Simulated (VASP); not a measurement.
Runs of VASP 6.6.1 on Be3Ga. The structure is that of space group Pm-3m (No. 221), or close to it. The cells are those of the table. 

| task | cell | k mesh | cutoff (eV) | gap on the mesh (eV) | pressure (GPa) | relaxed volume (Å³/atom) |
| --- | --- | --- | --- | --- | --- | --- |
| relaxation of cell and atoms | relaxed from a = 3.483 Å, 4 atoms | 14 × 14 × 14 | 600 | - | 0.0 | (a) |
| single point | a = 3.483 Å, 4 atoms | 6 × 6 × 6 | 520 | none | 0.1 | - |
| single point | a = 3.390, b = 3.390, c = 3.355 Å, 4 atoms | 6 × 6 × 6 | 520 | none | 11.4 | - |
| relaxation of cell and atoms | relaxed from a = 3.390, b = 3.390, c = 3.355 Å, 4 atoms | 6 × 6 × 6 | 600 | - | 0.2 | 10.56 |
| single point | a = 3.475 Å, 4 atoms | 14 × 14 × 14 | 520 | none | 0.1 | - |

Alike in all rows: level PBE; potentials or basis VASP PAW PBE potentials, release 64 (Be, Ga_d); no spin polarisation; smearing gaussian 0.1 eV.

**Question.** Fill in the values left out.

**Answer.** (a) 10.50.

Caveats: the bands computed are all filled at some k points, so no gap is given (some runs).

A k mesh can miss the band edges, and the runs leave out spin-orbit coupling on Ga.

A gap of «none» marks levels without a gap at the run's occupations.
